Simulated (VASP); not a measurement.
# GaN (P6_3mc) in VASP: further runs, part 2 of 2

VASP 6.6.1.

### Step 5. Single point, revPBE

This run uses another cell than the first one, of 10.63 Å³/atom, 0.904 times its volume.

Input file INCAR:

```
PREC = Accurate ; ENCUT = 520
EDIFF = 1E-6 ; ISMEAR = -1
SIGMA = 0.05 ; LREAL = F
LASPH = T ; NELM = 80
ALGO = Normal ; ISIF = 2
LWAVE = F ; LCHARG = F
GGA = RE ; NBANDS = 26
```

Input file KPOINTS:

```
Automatic mesh
0
Gamma
  10 10 5
```

Input file POSCAR:

```
GaN
1.0
    3.1150838257      0.0000000000      0.0000000000
   -1.5575419129      2.6977417280      0.0000000000
    0.0000000000      0.0000000000      5.0605418376
Ga N
2 2
Direct
    0.6666666667      0.3333333333      0.5000000000
    0.3333333333      0.6666666667      0.0000000000
    0.6666666667      0.3333333333      0.8750000000
    0.3333333333      0.6666666667      0.3750000000
```

Potentials or basis: VASP PAW PBE potentials, release 64 (Ga_d, N).

Started as:

```sh
$ cat potpaw_PBE.64/Ga_d/POTCAR potpaw_PBE.64/N/POTCAR > POTCAR
$ mpirun -np 1 vasp_std > vasp.out
```

OUTCAR:

```text
PREC = Accurate
   ENCUT = 520
   EDIFF = 1E-6
   ISMEAR = -1
   LREAL = F
   LASPH = T
   NELM = 80
   ISIF = 2
   GGA = RE

 ion  position               nearest neighbor table
   1  0.667  0.333  0.500-   3 1.90   4 1.91   4 1.91   4 1.91
   2  0.333  0.667  0.000-   4 1.90   3 1.91   3 1.91   3 1.91
   3  0.667  0.333  0.875-   1 1.90   2 1.91   2 1.91   2 1.91
   4  0.333  0.667  0.375-   2 1.90   1 1.91   1 1.91   1 1.91

  LATTYP: Found a hexagonal cell.
 ALAT       =     3.1150838257
 C/A-ratio  =     1.6245283019

  Lattice vectors:

 A1 = (   3.1150838257,   0.0000000000,   0.0000000000)
 A2 = (  -1.5575419129,   2.6977417280,   0.0000000000)
 A3 = (   0.0000000000,   0.0000000000,   5.0605418376)

Analysis of symmetry for initial positions (statically):
=====================================================================
 Subroutine PRICEL returns:
 Original cell was already a primitive cell.

 Routine SETGRP: Setting up the symmetry group for a
 hexagonal supercell.

 Subroutine GETGRP returns: Found 12 space group operations
 (whereof  6 operations were pure point group operations)
 out of a pool of 24 trial point group operations.

The static configuration has the point symmetry C_3v.
 The point group associated with its full space group is C_6v.

Analysis of symmetry for dynamics (positions and initial velocities):
=====================================================================
 Subroutine PRICEL returns:
 Original cell was already a primitive cell.

 Routine SETGRP: Setting up the symmetry group for a
 hexagonal supercell.

 Subroutine GETGRP returns: Found 12 space group operations
 (whereof  6 operations were pure point group operations)
 out of a pool of 24 trial point group operations.

The dynamic configuration has the point symmetry C_3v.
 The point group associated with its full space group is C_6v.

 Subroutine INISYM returns: Found 12 space group operations
 (whereof  6 operations are pure point group operations),
 and found     1 'primitive' translations

----------------------------------------------------------------------------------------

                                     Primitive cell

  volume of cell :      42.5272

  direct lattice vectors                    reciprocal lattice vectors
     3.115083826  0.000000000  0.000000000     0.321018649  0.185340203  0.000000000
    -1.557541913  2.697741728  0.000000000     0.000000000  0.370680406  0.000000000
     0.000000000  0.000000000  5.060541838     0.000000000  0.000000000  0.197607298

  length of vectors
     3.115083826  3.115083826  5.060541838     0.370680406  0.370680406  0.197607298

  position of ions in fractional coordinates (direct lattice)
     0.666666667  0.333333333  0.500000000
     0.333333333  0.666666667  0.000000000
     0.666666667  0.333333333  0.875000000
     0.333333333  0.666666667  0.375000000

  ion indices of the primitive-cell ions
   primitive index   ion index
                 1           1
                 2           2
                 3           3
                 4           4

----------------------------------------------------------------------------------------

 KPOINTS: Automatic mesh

Automatic generation of k-mesh.
 Grid dimensions read from file:
 generate k-points for:   10   10    5

 Generating k-lattice:

  Cartesian coordinates                     Fractional coordinates (reciprocal lattice)
     0.032101865  0.018534020  0.000000000     0.100000000  0.000000000  0.000000000
     0.000000000  0.037068041  0.000000000     0.000000000  0.100000000  0.000000000
     0.000000000  0.000000000  0.039521460     0.000000000  0.000000000  0.200000000

  Length of vectors
     0.037068041  0.037068041  0.039521460

  Shift w.r.t. Gamma in fractional coordinates (k-lattice)
     0.000000000  0.000000000  0.000000000

 Subroutine IBZKPT returns following result:
 ===========================================

 Found     42 irreducible k-points:

 Following reciprocal coordinates:
            Coordinates               Weight
  0.000000  0.000000  0.000000      1.000000
  0.100000 -0.000000  0.000000      6.000000
  0.200000 -0.000000  0.000000      6.000000
  0.300000 -0.000000  0.000000      6.000000
  0.400000 -0.000000  0.000000      6.000000
  0.500000 -0.000000  0.000000      3.000000
[... 16 lines left out ...]
  0.300000  0.100000  0.200000     24.000000
  0.400000  0.100000  0.200000     24.000000
 [... further k-points ...]
   k-points           NKPTS =     42   k-points in BZ     NKDIM =     42   number of bands    NBANDS=     26
   number of dos      NEDOS =    301   number of ions     NIONS =      4
   total plane-waves  NPLWV =  23040
   dimension x,y,z NGX =    24 NGY =   24 NGZ =   40
   dimension x,y,z NGXF=    48 NGYF=   48 NGZF=   80
   ions per type =               2   2
   NGX,Y,Z   is equivalent  to a cutoff of  12.81, 12.81, 13.14 a.u.
   NGXF,Y,Z  is equivalent  to a cutoff of  25.62, 25.62, 26.28 a.u.
 SYSTEM =  unknown system
   PREC   = accura    normal or accurate (medium, high low for compatibility)
   ISTART =      0    job   : 0-new  1-cont  2-samecut
   ICHARG =      2    charge: 1-file 2-atom 10-const
   ISPIN  =      1    spin polarized calculation?
   LNONCOLLINEAR =      F non collinear calculations
   LSORBIT =      F    spin-orbit coupling
   LASPH  =      T    aspherical Exc in radial PAW
   ENCUT  =  520.0 eV  38.22 Ry    6.18 a.u.   5.79  5.79  9.41*2*pi/ulx,y,z
   NELM   =     80;   NELMIN=  2; NELMDL= -5     # of ELM steps
   EDIFF  = 0.1E-05   stopping-criterion for ELM
   LREAL  =      F    real-space projection
   EDIFFG = 0.1E-04   stopping-criterion for IOM
   NSW    =      0    number of steps for IOM
   IBRION =     -1    ionic relax: 0-MD 1-quasi-New 2-CG
   NFREE  =      0    steps in history (QN), initial steepest desc. (CG)
   ISIF   =      2    stress and relaxation
   ISYM   =      2    0-nonsym 1-usesym 2-fastsym
   POTIM  = 0.5000    time-step for ionic-motion
   TEBEG  =    0.0;   TEEND  =   0.0 temperature during run
   PSTRESS=    0.0 pullay stress
   NELECT =      36.0000    total number of electrons
   NUPDOWN=      -1.0000    fix difference up-down
   EMIN   =  10.00;   EMAX   =-10.00  energy-range for DOS
   EFERMI =   0.00;   METHOD = LEGACY
   ISMEAR =    -1;   SIGMA  =   0.05  broadening in eV -4-tet -1-fermi 0-gaus
   EFERMI_NEDOS =   21; number of points for ismear=-14 and -15
   IALGO  =     38    algorithm
   IMIX   =      4    mixing-type and parameters
     AMIX     =   0.40;   BMIX     =  1.00
     AMIX_MAG =   1.60;   BMIX_MAG =  1.00
  volume/ion in A,a.u.               =      10.63        71.75
  Fermi-wavevector in a.u.,A,eV,Ry     =   1.548650  2.926524 32.631083  2.398317
  Thomas-Fermi vector in A             =   2.653570
   LORBIT       =      0    0 simple, 1 ext, 2 COOP (PROOUT), +10 PAW based schemes
   GGA     = RE    functional components
   LHFCALC =     F    Hartree Fock is set to
   AEXX    =    0.0000 exact exchange contribution
   IVDW    =     0    specifies the selected vdW correction
   LEPSILON=     F    determine dielectric tensor
   LRPA    =     F    only Hartree local field effects (RPA)
 non-spin polarized calculation
  energy-cutoff  :      520.00
  volume of cell :       42.53
 maximum number of plane-waves:      1165
 NGX is ok and might be reduce to    24
   NGX = 11   NGY = 11   NGZ = 19

 number of electron      36.0000022 magnetization

 Free energy of the ion-electron system (eV)
  ---------------------------------------------------
  ext. energy  EPLUGINS =         0.00000000
  ---------------------------------------------------
  free energy    TOTEN  =       -22.57356477 eV

  energy without entropy =      -22.57356477  energy(sigma->0) =      -22.57356477

 E-fermi :   7.2588     XC(G=0): -11.9207

 val. band max:        6.2326293504   @ k =   0.0000   0.0000   0.0000
 cond. band min:       8.6654263056   @ k =   0.0000   0.0000   0.0000
 fundamental gap:      2.4327969552
 Fermi energy:         7.2587911599

 k-point     1 :       0.0000    0.0000    0.0000
  band No.  band energies     occupation
      1     -10.4234      2.00000
      2      -9.2639      2.00000
      3      -7.2924      2.00000
      4      -7.2676      2.00000
      5      -7.2676      2.00000
      6      -7.1892      2.00000
[... 18 lines left out ...]
     25      18.5242      0.00000
     26      18.5242      0.00000
[... 644 lines left out ...]
      4      -7.1681      2.00000
      5      -7.0874      2.00000
      6      -7.0140      2.00000
[... 18 lines left out ...]
     25      18.6432      0.00000
     26      20.3214      0.00000

 [... further k-points ...]
[... 5 lines left out ...]
  --------------------------------------------------------------------------------------
  -------------------------------------------------------------------------------------
  Total        6.3148005      6.3148005      7.0467693     -0.0000000      0.0000000      0.0000000
  in kB      237.9047383    237.9047383    265.4810380     -0.0000000      0.0000000      0.0000000
  external PRESSURE =     247.0968382 kB  Pullay stress =       0.0000000 kB

 VOLUME and BASIS-vectors are now :
 -----------------------------------------------------------------------------
  energy-cutoff  :      520.00
  volume of cell :       42.53
      direct lattice vectors                 reciprocal lattice vectors
     3.115083826  0.000000000  0.000000000     0.321018649  0.185340203  0.000000000
    -1.557541913  2.697741728  0.000000000     0.000000000  0.370680406  0.000000000
     0.000000000  0.000000000  5.060541838     0.000000000  0.000000000  0.197607298

 POSITION                                       TOTAL-FORCE (eV/Angst)
 -----------------------------------------------------------------------------------
      1.55754      0.89925      2.53027        -0.000000     -0.000000     -0.154905
     -0.00000      1.79849      0.00000         0.000000     -0.000000     -0.154905
      1.55754      0.89925      4.42797        -0.000000      0.000000      0.154905
     -0.00000      1.79849      1.89770         0.000000      0.000000      0.154905
 -----------------------------------------------------------------------------------
    total drift:                               -0.000000     -0.000000     -0.000203

  FREE ENERGIE OF THE ION-ELECTRON SYSTEM (eV)
  ---------------------------------------------------
  free  energy   TOTEN  =       -22.5735647746 eV

  energy  without entropy=      -22.5735647745  energy(sigma->0) =      -22.57356477
```

stdout:

```text
POSCAR found type information on POSCAR GaN
 POSCAR found :  2 types and       4 ions
 scaLAPACK will be used
 -----------------------------------------------------------------------------
|                                                                             |
|                                                                             |
|     You enforced a specific xc type in the INCAR file but a different       |
|     I HOPE YOU KNOW WHAT YOU ARE DOING!                                     |
|                                                                             |
 -----------------------------------------------------------------------------

 LDA part: xc-table for (Slater+PW92), standard interpolation
 POSCAR, INCAR and KPOINTS ok, starting setup
 FFT: planning ... GRIDC
 FFT: planning ... GRID_SOFT
 FFT: planning ... GRID
 WAVECAR not read
 entering main loop
```

Wall time 1.7 min (1 thread of AMD EPYC 7R13, shared host); peak memory 0.15 GiB.

What came out:

```
Free energy            : -22.5736 eV
Pressure               : 24.7 GPa
Largest force          : 0.155 eV/Å
Band gap on the k mesh : 2.43 eV, direct
```

Forces on the atoms (eV/Å):
```
Ga   0.000  0.000 -0.155
Ga   0.000  0.000 -0.155
N    0.000  0.000  0.155
N    0.000  0.000  0.155
```

Levels at points of the mesh, in eV from the valence-band top:
```
           k point  band 16  band 17  band 18  band 19  band 20  band 21
(0.00, 0.00, 0.00)    -0.06     0.00     0.00     2.43     4.77     9.70
(0.50, 0.00, 0.00)    -3.00    -2.44    -1.07     5.31     5.98     6.36
```

Caveat: the PAW data sets were made with another functional, which shifts forces and pressure a little.

### Step 6. Summary

```tsv
level	potentials or basis	spin	cell	k mesh	gap on the mesh (eV)	pressure (GPa)	largest force (eV/Å)
LDA	VASP PAW LDA potentials, release 64 (Ga_d, N)	off	a = 3.222, b = 3.222, c = 5.234 Å, angles 90.0, 90.0, 120.0°, 4 atoms	10 × 10 × 5	1.72	-10.1	0.12
LDA	VASP PAW LDA potentials, release 64 (Ga_d, N)	off	a = 3.242, b = 3.242, c = 5.267 Å, angles 90.0, 90.0, 120.0°, 4 atoms	10 × 10 × 5	1.59	-12.9	0.11
PBEsol	VASP PAW PBE potentials, release 64 (Ga_d, N)	non-collinear, zero start, SOC	a = 3.180, b = 3.180, c = 5.166 Å, angles 90.0, 90.0, 120.0°, 4 atoms	8 × 8 × 4	-	0.8	0.13
revPBE	VASP PAW PBE potentials, release 64 (Ga_d, N)	off	a = 3.115, b = 3.115, c = 5.061 Å, angles 90.0, 90.0, 120.0°, 4 atoms	10 × 10 × 5	2.43	24.7	0.15
```

Alike in all rows: task single point; cutoff (eV) 520; smearing fermi-dirac 0.05 eV.

Caveats: the PAW data sets were made with another functional, which shifts forces and pressure a little (some runs).

Absolute energies hang on the potentials; compare differences alone.
